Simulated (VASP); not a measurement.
# Fe (P6_3/mmc) in VASP: notebook

Runs on Fe. Level: LDA. Tasks: single point, relaxation of shape and atoms at fixed volume.

Everything below comes from runs of VASP 6.6.1. Logs are shortened: lines on timing, memory, paths and dates and some standing lists are left out, and cuts for length are marked.

### Step 1. The cell of the first run

It takes space group P6_3/mmc (No. 194, hexagonal). Conventional cell: a = 2.390 Å, b = 2.390 Å, c = 3.781 Å, α = 90.00°, β = 90.00°, γ = 120.00°. Within 3.1 Å of Fe (site symmetry -6m2) lie 12 Fe at 2.34 to 2.39 Å.

This isn't the form of Fe at room conditions, which is bcc.

### Step 2. Single point, LDA (9.35 Å³/atom)

Input file INCAR:

```
SYSTEM = Fe
PREC     = Accurate       ! precision mode
ENCUT    = 520            ! plane-wave cutoff, eV
EDIFF    = 1E-6           ! SCF threshold, eV
ISMEAR   = 0              ! smearing method
SIGMA    = 0.05           ! smearing width, eV
LREAL    = .False.        ! projectors in reciprocal space
LASPH    = .True.         ! aspherical terms in the spheres
NELM     = 60             ! most SCF steps
ALGO     = Normal         ! electronic algorithm
ISIF     = 2              ! what is computed and relaxed
LWAVE    = .False.        ! write WAVECAR
LCHARG   = .True.         ! write CHGCAR
LELF     = .True.         ! ELF
LVHAR    = .True.       
NBANDS   = 15             ! bands
```

Input file KPOINTS:

```
Automatic mesh
0
Gamma
  22 22 12
  0 0 0
```

Input file POSCAR:

```
Fe
1.0
    2.3898156438      0.0000000000      0.0000000000
   -1.1949078219      2.0696410579      0.0000000000
    0.0000000000      0.0000000000      3.7813562869
Fe
2
Direct
    0.3333333333      0.6666666667      0.2500000000
    0.6666666667      0.3333333333      0.7500000000
```

Potentials or basis: VASP PAW LDA potentials, release 64 (Fe).

Started as:

```console
> cat potpaw_LDA.64/Fe/POTCAR > POTCAR
> mpirun -np 1 vasp_std > vasp.out
```

OUTCAR:

```text
SYSTEM = Fe
   PREC = Accurate
   ENCUT = 520
   EDIFF = 1E-6
   ISMEAR = 0
   LREAL = .False.
   LASPH = .True.
   NELM = 60
   ISIF = 2

 ion  position               nearest neighbor table
   1  0.333  0.667  0.250-   2 2.34   2 2.34   2 2.34   2 2.34   2 2.34   2 2.34
   2  0.667  0.333  0.750-   1 2.34   1 2.34   1 2.34   1 2.34   1 2.34   1 2.34

  LATTYP: Found a hexagonal cell.
 ALAT       =     2.3898156438
 C/A-ratio  =     1.5822794937

  Lattice vectors:

 A1 = (   2.3898156438,   0.0000000000,   0.0000000000)
 A2 = (  -1.1949078219,   2.0696410579,   0.0000000000)
 A3 = (   0.0000000000,   0.0000000000,   3.7813562869)

Analysis of symmetry for initial positions (statically):
=====================================================================
 Subroutine PRICEL returns:
 Original cell was already a primitive cell.

 Routine SETGRP: Setting up the symmetry group for a
 hexagonal supercell.

 Subroutine GETGRP returns: Found 24 space group operations
 (whereof 12 operations were pure point group operations)
 out of a pool of 24 trial point group operations.

The static configuration has the point symmetry D_3d.
 The point group associated with its full space group is D_6h.

Analysis of symmetry for dynamics (positions and initial velocities):
=====================================================================
 Subroutine PRICEL returns:
 Original cell was already a primitive cell.

 Routine SETGRP: Setting up the symmetry group for a
 hexagonal supercell.

 Subroutine GETGRP returns: Found 24 space group operations
 (whereof 12 operations were pure point group operations)
 out of a pool of 24 trial point group operations.

The dynamic configuration has the point symmetry D_3d.
 The point group associated with its full space group is D_6h.

 Subroutine INISYM returns: Found 24 space group operations
 (whereof 12 operations are pure point group operations),
 and found     1 'primitive' translations

----------------------------------------------------------------------------------------

                                     Primitive cell

  volume of cell :      18.7028

  direct lattice vectors                    reciprocal lattice vectors
     2.389815644  0.000000000  0.000000000     0.418442319  0.241587786  0.000000000
    -1.194907822  2.069641058  0.000000000     0.000000000  0.483175571  0.000000000
     0.000000000  0.000000000  3.781356287     0.000000000  0.000000000  0.264455376

  length of vectors
     2.389815644  2.389815644  3.781356287     0.483175571  0.483175571  0.264455376

  position of ions in fractional coordinates (direct lattice)
     0.333333333  0.666666667  0.250000000
     0.666666667  0.333333333  0.750000000

  ion indices of the primitive-cell ions
   primitive index   ion index
                 1           1
                 2           2

----------------------------------------------------------------------------------------

 KPOINTS: Automatic mesh

Automatic generation of k-mesh.
 Grid dimensions read from file:
 generate k-points for:   22   22   12

 Generating k-lattice:

  Cartesian coordinates                     Fractional coordinates (reciprocal lattice)
     0.019020105  0.010981263  0.000000000     0.045454545  0.000000000  0.000000000
     0.000000000  0.021962526  0.000000000     0.000000000  0.045454545  0.000000000
     0.000000000  0.000000000  0.022037948     0.000000000  0.000000000  0.083333333

  Length of vectors
     0.021962526  0.021962526  0.022037948

  Shift w.r.t. Gamma in fractional coordinates (k-lattice)
     0.000000000  0.000000000  0.000000000

 Subroutine IBZKPT returns following result:
 ===========================================

 Found    364 irreducible k-points:

 Following reciprocal coordinates:
            Coordinates               Weight
  0.000000  0.000000  0.000000      1.000000
  0.045455  0.000000  0.000000      6.000000
  0.090909  0.000000  0.000000      6.000000
  0.136364 -0.000000  0.000000      6.000000
  0.181818  0.000000  0.000000      6.000000
  0.227273  0.000000  0.000000      6.000000
[... 16 lines left out ...]
  0.090909  0.090909  0.000000      6.000000
  0.136364  0.090909  0.000000     12.000000
 [... further k-points ...]
   k-points           NKPTS =    364   k-points in BZ     NKDIM =    364   number of bands    NBANDS=     15
   number of dos      NEDOS =    301   number of ions     NIONS =      2
   total plane-waves  NPLWV =   9072
   dimension x,y,z NGX =    18 NGY =   18 NGZ =   28
   dimension x,y,z NGXF=    36 NGYF=   36 NGZF=   56
   ions per type =               2
   NGX,Y,Z   is equivalent  to a cutoff of  12.52, 12.52, 12.31 a.u.
   NGXF,Y,Z  is equivalent  to a cutoff of  25.04, 25.04, 24.62 a.u.
 SYSTEM =  Fe
   PREC   = accura    normal or accurate (medium, high low for compatibility)
   ISTART =      0    job   : 0-new  1-cont  2-samecut
   ICHARG =      2    charge: 1-file 2-atom 10-const
   ISPIN  =      1    spin polarized calculation?
   LNONCOLLINEAR =      F non collinear calculations
   LSORBIT =      F    spin-orbit coupling
   LASPH  =      T    aspherical Exc in radial PAW
   ENCUT  =  520.0 eV  38.22 Ry    6.18 a.u.   4.44  4.44  7.03*2*pi/ulx,y,z
   NELM   =     60;   NELMIN=  2; NELMDL= -5     # of ELM steps
   EDIFF  = 0.1E-05   stopping-criterion for ELM
   LREAL  =      F    real-space projection
[... 7 lines left out ...]
   TEBEG  =    0.0;   TEEND  =   0.0 temperature during run
   PSTRESS=    0.0 pullay stress
   NELECT =      16.0000    total number of electrons
   NUPDOWN=      -1.0000    fix difference up-down
   EMIN   =  10.00;   EMAX   =-10.00  energy-range for DOS
   EFERMI =   0.00;   METHOD = LEGACY
   ISMEAR =     0;   SIGMA  =   0.05  broadening in eV -4-tet -1-fermi 0-gaus
   EFERMI_NEDOS =   21; number of points for ismear=-14 and -15
   IALGO  =     38    algorithm
   IMIX   =      4    mixing-type and parameters
     AMIX     =   0.40;   BMIX     =  1.00
     AMIX_MAG =   1.60;   BMIX_MAG =  1.00
  volume/ion in A,a.u.               =       9.35        63.11
  Fermi-wavevector in a.u.,A,eV,Ry     =   1.554101  2.936824 32.861184  2.415229
  Thomas-Fermi vector in A             =   2.658236
   LORBIT       =      0    0 simple, 1 ext, 2 COOP (PROOUT), +10 PAW based schemes
   GGA     = CA    functional components
   LHFCALC =     F    Hartree Fock is set to
   AEXX    =    0.0000 exact exchange contribution
   IVDW    =     0    specifies the selected vdW correction
   LEPSILON=     F    determine dielectric tensor
   LRPA    =     F    only Hartree local field effects (RPA)
 non-spin polarized calculation
 Gauss-broadening in eV      SIGMA  =   0.05
  energy-cutoff  :      520.00
  volume of cell :       18.70
 maximum number of plane-waves:       537
 NGX is ok and might be reduce to    18
   NGX =  9   NGY =  9   NGZ = 15

 number of electron      15.9999996 magnetization

 Free energy of the ion-electron system (eV)
  ---------------------------------------------------
  ext. energy  EPLUGINS =         0.00000000
  ---------------------------------------------------
  free energy    TOTEN  =       -18.81895686 eV

  energy without entropy =      -18.81670168  energy(sigma->0) =      -18.81782927

 E-fermi :   7.7970     XC(G=0): -14.5788

 val. band max:        7.7907152554   @ k =   0.2273   0.0455   0.2500
 cond. band min:       7.8079892934   @ k =   0.2273   0.0909   0.1667
 fundamental gap:      0.0172740380
 Fermi energy:         7.7969847418

 k-point     1 :       0.0000    0.0000    0.0000
  band No.  band energies     occupation
      1      -1.5593      2.00000
      2       2.3142      2.00000
      3       5.9082      2.00000
      4       5.9082      2.00000
      5       6.0457      2.00000
      6       6.4421      2.00000
      7       6.4421      2.00000
      8       6.8389      2.00000
      9       6.8389      2.00000
     10       8.4414      0.00000
     11       8.6099      0.00000
     12       8.6099      0.00000
     13      17.4913      0.00000
     14      30.4949      0.00000
     15      34.3955      0.00000

 k-point     2 :       0.0455    0.0000    0.0000
  band No.  band energies     occupation
      1      -1.4765      2.00000
      2       2.3699      2.00000
      3       5.7601      2.00000
      4       5.9577      2.00000
      5       6.1747      2.00000
      6       6.4160      2.00000
      7       6.4855      2.00000
      8       6.7830      2.00000
      9       6.8038      2.00000
     10       7.7042      1.99135
     11       8.6273      0.00000
     12       9.4453      0.00000
     13      17.4932      0.00000
     14      30.2509      0.00000
     15      33.4378      0.00000

 k-point     3 :       0.0909    0.0000    0.0000
  band No.  band energies     occupation
      1      -1.2311      2.00000
      2       2.5289      2.00000
      3       5.5324      2.00000
      4       6.1037      2.00000
      5       6.3028      2.00000
      6       6.3950      2.00000
      7       6.5112      2.00000
      8       6.6133      2.00000
      9       6.7060      2.00000
     10       7.1237      2.00000
     11       8.6738      0.00000
     12      10.4266      0.00000
     13      17.5003      0.00000
     14      29.3276      0.00000
     15      32.2003      0.00000

 k-point     4 :       0.1364   -0.0000    0.0000
  band No.  band energies     occupation
      1      -0.8337      2.00000
      2       2.7654      2.00000
      3       5.2797      2.00000
      4       5.9352      2.00000
      5       6.2100      2.00000
      6       6.3392      2.00000
      7       6.5624      2.00000
      8       6.5903      2.00000
      9       6.8184      2.00000
     10       6.8812      2.00000
     11       8.7369      0.00000
     12      11.4655      0.00000
     13      17.5166      0.00000
     14      27.6835      0.00000
     15      31.3953      0.00000
[... 307 lines left out ...]
 k-point    22 :       0.4545    0.0455    0.0000
  band No.  band energies     occupation
      1       2.7119      2.00000
      2       2.9623      2.00000
      3       3.1246      2.00000
      4       5.5232      2.00000
      5       5.5618      2.00000
      6       6.0774      2.00000
      7       6.5857      2.00000
      8       8.7373      0.00000
      9       8.9323      0.00000
     10       9.0156      0.00000
     11      10.7506      0.00000
     12      13.4346      0.00000
     13      19.8613      0.00000
     14      20.6892      0.00000
     15      23.2870      0.00000

 k-point    23 :       0.0909    0.0909    0.0000
  band No.  band energies     occupation
      1      -0.6008      2.00000
      2       2.8997      2.00000
      3       5.1320      2.00000
      4       5.6822      2.00000
      5       6.1834      2.00000
      6       6.3580      2.00000
      7       6.5033      2.00000
      8       6.6017      2.00000
      9       6.9083      2.00000
     10       7.0003      2.00000
     11       8.7516      0.00000
     12      11.9701      0.00000
     13      17.5329      0.00000
     14      27.3711      0.00000
     15      28.7174      0.00000

 k-point    24 :       0.1364    0.0909    0.0000
  band No.  band energies     occupation
      1      -0.0797      2.00000
      2       3.1556      2.00000
      3       4.8806      2.00000
      4       5.1487      2.00000
      5       6.0909      2.00000
      6       6.1674      2.00000
      7       6.7800      2.00000
      8       6.8137      2.00000
      9       6.8351      2.00000
     10       7.3212      2.00000
     11       8.7986      0.00000
     12      12.9656      0.00000
     13      17.5754      0.00000
     14      25.7445      0.00000
     15      27.3461      0.00000

 [... further k-points ...]

------------------------ aborting loop because EDIFF is reached ----------------------------------------

  FORCE on cell =-STRESS in cart. coord.  units (eV):
  Direction    XX          YY          ZZ          XY          YZ          ZX
  --------------------------------------------------------------------------------------
  -------------------------------------------------------------------------------------
  Total        0.8333489      0.8333489      0.8080775      0.0000000      0.0000000      0.0000000
  in kB       71.3888528     71.3888528     69.2239768      0.0000000      0.0000000      0.0000000
  external PRESSURE =      70.6672275 kB  Pullay stress =       0.0000000 kB

 VOLUME and BASIS-vectors are now :
 -----------------------------------------------------------------------------
  energy-cutoff  :      520.00
  volume of cell :       18.70
      direct lattice vectors                 reciprocal lattice vectors
     2.389815644  0.000000000  0.000000000     0.418442319  0.241587786  0.000000000
    -1.194907822  2.069641058  0.000000000     0.000000000  0.483175571  0.000000000
     0.000000000  0.000000000  3.781356287     0.000000000  0.000000000  0.264455376

 POSITION                                       TOTAL-FORCE (eV/Angst)
 -----------------------------------------------------------------------------------
     -0.00000      1.37976      0.94534        -0.000000      0.000000      0.000000
      1.19491      0.68988      2.83602         0.000000      0.000000      0.000000
 -----------------------------------------------------------------------------------
    total drift:                                0.000000      0.000000     -0.000000

  FREE ENERGIE OF THE ION-ELECTRON SYSTEM (eV)
  ---------------------------------------------------
  free  energy   TOTEN  =       -18.8189568596 eV

  energy  without entropy=      -18.8167016817  energy(sigma->0) =      -18.81782927
```

Wall time 1.8 min (1 thread of Intel Xeon 8259CL, shared host); peak memory 0.19 GiB.

What came out:

```
Free energy            : -18.8190 eV
Pressure               : 7.1 GPa
Band gap on the k mesh : zero (bands 8 and 9 overlap by 2.15 eV)
```

Stress tensor (GPa, compression positive):
```
7.14 0.00 0.00
0.00 7.14 0.00
0.00 0.00 6.92
```

Caveat: the cell stands under pressure; the run has no spin polarisation, though such a crystal can be magnetic. Spin polarisation is off, so any magnetic state and its effect on volume and gap are missing.

[end of part 1 of 2]
